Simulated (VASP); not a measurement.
# YN (Fm-3m) in VASP: further runs

Runs on YN. Level: PBE. Tasks: single point.

Everything below comes from runs of VASP 6.6.1. Logs are shortened: lines on timing, memory, paths and dates and some standing lists are left out, and cuts for length are marked.

### 1 The cell of the first run

It takes space group Fm-3m (No. 225, cubic). The conventional cell has a = 4.778 Å, b = 4.778 Å, c = 4.778 Å, α = 90.00°, β = 90.00°, γ = 90.00°. Within 3.2 Å of Y (site symmetry m-3m) lie 6 N at 2.39 Å. N (site symmetry m-3m) has 6 Y at 2.39 Å within 3.2 Å.

### 2 Single point, PBE (13.64 Å³/atom)

Contents of INCAR:

```
SYSTEM = YN
ALGO     = Normal         ! electronic algorithm
EDIFF    = 1E-6           ! SCF threshold, eV
ENCUT    = 600            ! plane-wave cutoff, eV
GGA      = PE             ! functional
GGA_COMPAT= .False.      
ISIF     = 2              ! what is computed and relaxed
ISMEAR   = -1             ! smearing method
LASPH    = .True.         ! aspherical terms in the spheres
LCHARG   = .False.        ! write CHGCAR
LREAL    = .False.        ! projectors in reciprocal space
LWAVE    = .False.        ! write WAVECAR
NBANDS   = 15             ! bands
NELM     = 120            ! most SCF steps
PREC     = Accurate       ! precision mode
SIGMA    = 0.03           ! smearing width, eV
```

Contents of KPOINTS:

```
k-points
0
Gamma
  9 9 9
  0 0 0
```

Contents of POSCAR:

```
YN
1.0
    0.0000000000      2.3891441831      2.3891441831
    2.3891441831      0.0000000000      2.3891441831
    2.3891441831      2.3891441831      0.0000000000
Y N
1 1
Direct
    0.0000000000      0.0000000000      0.0000000000
    0.5000000000      0.5000000000      0.5000000000
```

Potentials or basis: VASP PAW PBE potentials, release 64 (Y_sv, N).

Run with:

```sh
$ cat potpaw_PBE.64/Y_sv/POTCAR potpaw_PBE.64/N/POTCAR > POTCAR
$ mpirun -np 1 vasp_std > vasp.out
```

OUTCAR:

```text
SYSTEM = YN
   EDIFF = 1E-6
   ENCUT = 600
   GGA = PE
   ISIF = 2
   ISMEAR = -1
   LASPH = .True.
   LREAL = .False.
   NELM = 120
   PREC = Accurate

 ion  position               nearest neighbor table
   1  0.000  0.000  0.000-   2 2.39   2 2.39   2 2.39   2 2.39   2 2.39   2 2.39
   2  0.500  0.500  0.500-   1 2.39   1 2.39   1 2.39   1 2.39   1 2.39   1 2.39

  LATTYP: Found a face centered cubic cell.
 ALAT       =     4.7782883662

  Lattice vectors:

 A1 = (   0.0000000000,   2.3891441831,   2.3891441831)
 A2 = (   2.3891441831,   0.0000000000,   2.3891441831)
 A3 = (   2.3891441831,   2.3891441831,   0.0000000000)

Analysis of symmetry for initial positions (statically):
=====================================================================
 Subroutine PRICEL returns:
 Original cell was already a primitive cell.

 Routine SETGRP: Setting up the symmetry group for a
 face centered cubic supercell.

 Subroutine GETGRP returns: Found 48 space group operations
 (whereof 48 operations were pure point group operations)
 out of a pool of 48 trial point group operations.

The static configuration has the point symmetry O_h .

Analysis of symmetry for dynamics (positions and initial velocities):
=====================================================================
 Subroutine PRICEL returns:
 Original cell was already a primitive cell.

 Routine SETGRP: Setting up the symmetry group for a
 face centered cubic supercell.

 Subroutine GETGRP returns: Found 48 space group operations
 (whereof 48 operations were pure point group operations)
 out of a pool of 48 trial point group operations.

The dynamic configuration has the point symmetry O_h .

 Subroutine INISYM returns: Found 48 space group operations
 (whereof 48 operations are pure point group operations),
 and found     1 'primitive' translations

----------------------------------------------------------------------------------------

                                     Primitive cell

  volume of cell :      27.2745

  direct lattice vectors                    reciprocal lattice vectors
     0.000000000  2.389144183  2.389144183    -0.209279960  0.209279960  0.209279960
     2.389144183  0.000000000  2.389144183     0.209279960 -0.209279960  0.209279960
     2.389144183  2.389144183  0.000000000     0.209279960  0.209279960 -0.209279960

  length of vectors
     3.378760106  3.378760106  3.378760106     0.362483524  0.362483524  0.362483524

  position of ions in fractional coordinates (direct lattice)
     0.000000000  0.000000000  0.000000000
     0.500000000  0.500000000  0.500000000

  ion indices of the primitive-cell ions
   primitive index   ion index
                 1           1
                 2           2

----------------------------------------------------------------------------------------

 KPOINTS: k-points

Automatic generation of k-mesh.
 Grid dimensions read from file:
 generate k-points for:    9    9    9

 Generating k-lattice:

  Cartesian coordinates                     Fractional coordinates (reciprocal lattice)
    -0.023253329  0.023253329  0.023253329     0.111111111  0.000000000  0.000000000
     0.023253329 -0.023253329  0.023253329     0.000000000  0.111111111  0.000000000
     0.023253329  0.023253329 -0.023253329     0.000000000  0.000000000  0.111111111

  Length of vectors
     0.040275947  0.040275947  0.040275947

  Shift w.r.t. Gamma in fractional coordinates (k-lattice)
     0.000000000  0.000000000  0.000000000

 Subroutine IBZKPT returns following result:
 ===========================================

 Found     35 irreducible k-points:

 Following reciprocal coordinates:
            Coordinates               Weight
  0.000000  0.000000  0.000000      1.000000
  0.111111  0.000000  0.000000      8.000000
  0.222222  0.000000  0.000000      8.000000
  0.333333  0.000000  0.000000      8.000000
  0.444444  0.000000  0.000000      8.000000
  0.111111  0.111111  0.000000      6.000000
[... 16 lines left out ...]
 -0.333333  0.333333  0.000000     12.000000
  0.444444  0.444444  0.000000      6.000000
 [... further k-points ...]
   k-points           NKPTS =     35   k-points in BZ     NKDIM =     35   number of bands    NBANDS=     15
   number of dos      NEDOS =    301   number of ions     NIONS =      2
   total plane-waves  NPLWV =  21952
   dimension x,y,z NGX =    28 NGY =   28 NGZ =   28
   dimension x,y,z NGXF=    56 NGYF=   56 NGZF=   56
   ions per type =               1   1
   NGX,Y,Z   is equivalent  to a cutoff of  13.78, 13.78, 13.78 a.u.
   NGXF,Y,Z  is equivalent  to a cutoff of  27.55, 27.55, 27.55 a.u.
 SYSTEM =  YN
   PREC   = accura    normal or accurate (medium, high low for compatibility)
   ISTART =      0    job   : 0-new  1-cont  2-samecut
   ICHARG =      2    charge: 1-file 2-atom 10-const
   ISPIN  =      1    spin polarized calculation?
   LNONCOLLINEAR =      F non collinear calculations
   LSORBIT =      F    spin-orbit coupling
   LASPH  =      T    aspherical Exc in radial PAW
   ENCUT  =  600.0 eV  44.10 Ry    6.64 a.u.   6.75  6.75  6.75*2*pi/ulx,y,z
   NELM   =    120;   NELMIN=  2; NELMDL= -5     # of ELM steps
   EDIFF  = 0.1E-05   stopping-criterion for ELM
   LREAL  =      F    real-space projection
   EDIFFG = 0.1E-04   stopping-criterion for IOM
   NSW    =      0    number of steps for IOM
   IBRION =     -1    ionic relax: 0-MD 1-quasi-New 2-CG
   NFREE  =      0    steps in history (QN), initial steepest desc. (CG)
   ISIF   =      2    stress and relaxation
   ISYM   =      2    0-nonsym 1-usesym 2-fastsym
   POTIM  = 0.5000    time-step for ionic-motion
   TEBEG  =    0.0;   TEEND  =   0.0 temperature during run
   PSTRESS=    0.0 pullay stress
   NELECT =      16.0000    total number of electrons
   NUPDOWN=      -1.0000    fix difference up-down
   EMIN   =  10.00;   EMAX   =-10.00  energy-range for DOS
   EFERMI =   0.00;   METHOD = LEGACY
   ISMEAR =    -1;   SIGMA  =   0.03  broadening in eV -4-tet -1-fermi 0-gaus
   EFERMI_NEDOS =   21; number of points for ismear=-14 and -15
   IALGO  =     38    algorithm
   IMIX   =      4    mixing-type and parameters
     AMIX     =   0.40;   BMIX     =  1.00
     AMIX_MAG =   1.60;   BMIX_MAG =  1.00
  volume/ion in A,a.u.               =      13.64        92.03
  Fermi-wavevector in a.u.,A,eV,Ry     =   1.370448  2.589771 25.553468  1.878127
  Thomas-Fermi vector in A             =   2.496233
   LORBIT       =      0    0 simple, 1 ext, 2 COOP (PROOUT), +10 PAW based schemes
   GGA     = PE    functional components
   LHFCALC =     F    Hartree Fock is set to
   AEXX    =    0.0000 exact exchange contribution
   IVDW    =     0    specifies the selected vdW correction
   LEPSILON=     F    determine dielectric tensor
   LRPA    =     F    only Hartree local field effects (RPA)
 non-spin polarized calculation
  energy-cutoff  :      600.00
  volume of cell :       27.27
 maximum number of plane-waves:       941
   NGX = 13   NGY = 13   NGZ = 13

 number of electron      16.0000000 magnetization

 Free energy of the ion-electron system (eV)
  ---------------------------------------------------
  ext. energy  EPLUGINS =         0.00000000
  ---------------------------------------------------
  free energy    TOTEN  =       -18.13387762 eV

  energy without entropy =      -18.13363009  energy(sigma->0) =      -18.13375385

 E-fermi :   4.6260     XC(G=0): -11.5831

 val. band max:        4.5763562850   @ k =   0.0000   0.0000   0.0000
 cond. band min:       4.6991872131   @ k =   0.4444   0.4444   0.0000
 fundamental gap:      0.1228309281
 Fermi energy:         4.6260392942

 k-point     1 :       0.0000    0.0000    0.0000
  band No.  band energies     occupation
      1     -35.9674      2.00000
      2     -15.5435      2.00000
      3     -15.5435      2.00000
      4     -15.5435      2.00000
      5      -8.5129      2.00000
      6       4.5764      1.67943
      7       4.5764      1.67943
      8       4.5764      1.67943
      9       7.8185      0.00000
     10       7.8185      0.00000
     11       7.8185      0.00000
     12       9.3832      0.00000
     13       9.9745      0.00000
     14       9.9745      0.00000
     15      15.6282      0.00000

 k-point     2 :       0.1111    0.0000    0.0000
  band No.  band energies     occupation
      1     -35.9487      2.00000
      2     -15.7436      2.00000
      3     -15.5554      2.00000
      4     -15.5554      2.00000
      5      -8.2524      2.00000
      6       3.8136      2.00000
      7       4.1286      2.00000
      8       4.1286      2.00000
      9       7.9253      0.00000
     10       8.1429      0.00000
     11       8.1429      0.00000
     12      10.0723      0.00000
     13      10.6504      0.00000
     14      10.6504      0.00000
     15      16.4898      0.00000

 k-point     3 :       0.2222    0.0000    0.0000
  band No.  band energies     occupation
      1     -35.9009      2.00000
      2     -16.2033      2.00000
      3     -15.5855      2.00000
      4     -15.5855      2.00000
      5      -7.6269      2.00000
      6       2.4002      2.00000
      7       3.2864      2.00000
      8       3.2864      2.00000
      9       8.2621      0.00000
     10       8.9947      0.00000
     11       8.9947      0.00000
     12      11.4550      0.00000
     13      12.1980      0.00000
     14      12.1980      0.00000
     15      18.4277      0.00000

 k-point     4 :       0.3333    0.0000    0.0000
  band No.  band energies     occupation
      1     -35.8459      2.00000
      2     -16.6662      2.00000
      3     -15.6191      2.00000
      4     -15.6191      2.00000
      5      -6.9423      2.00000
      6       1.1395      2.00000
      7       2.5739      2.00000
      8       2.5739      2.00000
      9       9.0656      0.00000
     10      10.1742      0.00000
     11      10.1742      0.00000
     12      12.4181      0.00000
     13      13.9346      0.00000
     14      13.9346      0.00000
     15      19.3593      0.00000
[... 307 lines left out ...]
 k-point    22 :      -0.4444    0.3333    0.0000
  band No.  band energies     occupation
      1     -35.7608      2.00000
      2     -16.5252      2.00000
      3     -16.1804      2.00000
      4     -15.8554      2.00000
      5      -7.5833      2.00000
      6       2.4377      2.00000
      7       3.0243      2.00000
      8       3.3410      2.00000
      9       6.7535      0.00000
     10      11.4746      0.00000
     11      12.2694      0.00000
     12      13.1125      0.00000
     13      13.4878      0.00000
     14      16.7028      0.00000
     15      17.4119      0.00000

 k-point    23 :      -0.3333    0.3333    0.0000
  band No.  band energies     occupation
      1     -35.7657      2.00000
      2     -16.4834      2.00000
      3     -16.3085      2.00000
      4     -15.7768      2.00000
      5      -7.2486      2.00000
      6       1.7151      2.00000
      7       2.7831      2.00000
      8       3.0334      2.00000
      9       8.3360      0.00000
     10      10.4746      0.00000
     11      11.4401      0.00000
     12      12.8026      0.00000
     13      14.8401      0.00000
     14      17.6459      0.00000
     15      18.4404      0.00000

 k-point    24 :       0.4444    0.4444    0.0000
  band No.  band energies     occupation
      1     -35.7602      2.00000
      2     -16.5929      2.00000
      3     -15.9404      2.00000
      4     -15.9404      2.00000
      5      -8.0618      2.00000
      6       3.0464      2.00000
      7       4.2296      2.00000
      8       4.2296      2.00000
      9       4.6992      0.16060
     10      11.7996      0.00000
     11      12.4047      0.00000
     12      12.9663      0.00000
     13      12.9663      0.00000
     14      15.4271      0.00000
     15      17.3604      0.00000

 [... further k-points ...]
[... 5 lines left out ...]
  --------------------------------------------------------------------------------------
  -------------------------------------------------------------------------------------
  Total        2.4811151      2.4811151      2.4811151      0.0000000      0.0000000     -0.0000000
  in kB      145.7472696    145.7472696    145.7472696      0.0000000      0.0000000     -0.0000000
  external PRESSURE =     145.7472696 kB  Pullay stress =       0.0000000 kB

 VOLUME and BASIS-vectors are now :
 -----------------------------------------------------------------------------
  energy-cutoff  :      600.00
  volume of cell :       27.27
      direct lattice vectors                 reciprocal lattice vectors
     0.000000000  2.389144183  2.389144183    -0.209279960  0.209279960  0.209279960
     2.389144183  0.000000000  2.389144183     0.209279960 -0.209279960  0.209279960
     2.389144183  2.389144183  0.000000000     0.209279960  0.209279960 -0.209279960

 POSITION                                       TOTAL-FORCE (eV/Angst)
 -----------------------------------------------------------------------------------
      0.00000      0.00000      0.00000        -0.000000     -0.000000     -0.000000
      2.38914      2.38914      2.38914         0.000000      0.000000      0.000000
 -----------------------------------------------------------------------------------
    total drift:                                0.000000      0.000000      0.000000

  FREE ENERGIE OF THE ION-ELECTRON SYSTEM (eV)
  ---------------------------------------------------
  free  energy   TOTEN  =       -18.1338776189 eV

  energy  without entropy=      -18.1336300865  energy(sigma->0) =      -18.13375385
```

It took 31 s on 1 thread of Intel Xeon Platinum 8488C (Sapphire Rapids), shared host; peak memory 0.18 GiB.

What came out:

- Free energy: -18.1339 eV
- Pressure: 14.6 GPa
- Band gap on the k mesh: 0.12 eV (least direct gap 0.47 eV)

Levels at points of the mesh, in eV from the valence-band top:
```
           k point  band 6  band 7  band 8  band 9  band 10  band 11
(0.00, 0.00, 0.00)    0.00    0.00    0.00    3.24     3.24     3.24
```

Caveat: the cell stands under pressure; an odd mesh through Γ misses points on the zone boundary, where band edges can lie.

(Part 1 of 2 ends here.)
